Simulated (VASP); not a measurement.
**Ti: relaxation of cell and atoms with RPBE+D3(BJ)**

The system is Ti.

```
CELL_PARAMETERS angstrom
-1.64100 1.64100 1.64100
1.64100 -1.64100 1.64100
1.64100 1.64100 -1.64100
ATOMIC_POSITIONS crystal
Ti 0.00000 0.00000 0.00000
```

```yaml
Program: VASP 6.6.1
Task: relaxation of cell and atoms
Functional: RPBE
Dispersion: D3(BJ)
Potentials_or_basis: VASP PAW PBE potentials, release 64 (Ti_sv)
Cutoff: 600 eV
k_mesh: 11 × 11 × 11
Occupations: fermi-dirac, width 0.05 eV
Spin: no spin polarisation
Dipole_correction: no
Further_INCAR_settings: ALGO = Normal; EDIFF = 1e-07; IBRION = 2; EDIFFG = -0.02; NSW = 80; ISIF = 3
```

```yaml
Relaxed_volume: 12.36 Å³/atom
Relaxed_cell: a = 2.523 Å, b = 2.523 Å, c = 2.523 Å, α = 109.47°, β = 109.47°, γ = 109.47°
Space_group_after_relaxing_to_0.05_Å: Im-3m (No. 229)
Energy_gained_by_relaxing: 754.7 meV/atom
Ionic_steps: 4
Pressure_after_relaxing: -0.2 GPa
Band_gap_on_the_k_mesh: zero (band 6 reaches 13.48 eV, above the bottom of band 7 at 11.35 eV)
Dispersion_energy_per_atom: -5.054 eV
```

The path:
```tsv
step	energy change (eV)	largest force (eV/Å)	pressure (GPa)	volume (Å³)
1	0.0000	0.0000	-36.58	17.68
2	-0.2073	0.0000	66.84	9.23
3	-0.7539	0.0000	-1.85	12.49
4	-0.7547	0.0000	-0.15	12.36
```

Final structure:
```
Ti
1.0
    -1.45672    1.45672    1.45672
     1.45672   -1.45672    1.45672
     1.45672    1.45672   -1.45672
Ti
1
Direct
  0.00000 0.00000 0.00000
```

Levels at points of the mesh, in eV from the Fermi level:
```csv
k point,band 4,band 5,band 6,band 7,band 8,band 9
"(0.00, 0.00, 0.00)",-31.29,-6.46,1.21,1.21,1.21,3.83
```

Run time: 64 s on 1 thread of Intel Xeon 8259CL, with other jobs on the host, peak memory 0.16 GiB.

Caveat: the volume moved by over 15 % at a fixed basis, so the end points are rough; the PAW data sets were made with another functional, which shifts forces and pressure a little; the volume moved by -30 % from the deposited cell, more than functionals usually miss; pairwise dispersion overbinds metals, which lowers pressure and volume.
